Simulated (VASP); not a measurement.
Ag, 1 atom in the cell. It takes space group Fm-3m (No. 225, cubic). The conventional cell has a = 4.147 Å, b = 4.147 Å, c = 4.147 Å, α = 90.00°, β = 90.00°, γ = 90.00°. Ag (site symmetry m-3m) has 12 Ag at 2.93 Å within 3.9 Å. 

```yaml
Program: VASP 6.6.1
Task: single point
Functional: PBE
Potentials_or_basis: VASP PAW PBE potentials, release 64 (Ag)
Cutoff: 520 eV
k_mesh: 18 × 18 × 18
Occupations: gaussian, width 0.1 eV
Spin: no spin polarisation
Dipole_correction: no
Further_INCAR_settings: ALGO = Normal; EDIFF = 1e-06; NBANDS = 12
```

Potentials or basis: VASP PAW PBE potentials, release 64 (Ag).

Launch:

```console
$ cat potpaw_PBE.64/Ag/POTCAR > POTCAR
$ mpirun -np 1 vasp_std > vasp.out
```

Hardware: 1 thread of AMD EPYC 9R45 96-Core Processor (Zen 5), on a shared host.

Task: How long does it take, and how much memory?

Result: It took 21 s on 1 thread of AMD EPYC 9R45 96-Core Processor (Zen 5), on a shared host, peak memory 0.14 GiB. Counts: scf iterations 11, k points 195.
